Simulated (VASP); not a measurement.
## Sn: single point with LDA

Sn:

```xyz
2
Lattice="0.0000 3.2392 3.2392 3.2392 0.0000 3.2392 3.2392 3.2392 0.0000" Properties=species:S:1:pos:R:3 pbc="T T T"
Sn    0.0000    0.0000    0.0000
Sn    1.6196    1.6196    1.6196
```

```json
{"Program": "VASP 6.6.1", "Task": "single point", "Functional": "LDA", "Potentials or basis": "VASP PAW LDA potentials, release 64 (Sn_d)", "Cutoff": "520 eV", "k mesh": "8 × 8 × 8", "Occupations": "fermi-dirac, width 0.136057 eV", "Spin": "no spin polarisation", "Dipole correction": "no", "Further INCAR settings": "ALGO = Normal; EDIFF = 1e-06; NBANDS = 21"}
```

```json
{
  "Pressure": "0.0 GPa",
  "Band gap on the k mesh": "zero (band 14 reaches 5.51 eV, above the bottom of band 15 at 5.33 eV)"
}
```

Levels at points of the mesh, in eV from the Fermi level:
```tsv
k point	band 10	band 11	band 12	band 13	band 14	band 15	band 16	band 17	band 18	band 19
(0.00, 0.00, 0.00)	-21.21	-10.65	-0.73	0.11	0.11	0.11	2.18	2.18	2.18	4.89
(0.50, 0.00, 0.00)	-21.16	-9.02	-6.33	-1.10	-1.10	-0.06	3.25	3.25	5.56	8.43
(0.50, 0.50, 0.00)	-21.14	-7.55	-7.55	-2.45	-2.45	0.79	0.79	7.71	7.71	9.25
```

Run time: 40 s on 1 thread of Intel(R) Xeon(R) Platinum 8488C (Sapphire Rapids), with other jobs on the host, peak memory 0.18 GiB.

Caveat: spin-orbit coupling is left out, which moves the levels of the heavy elements.
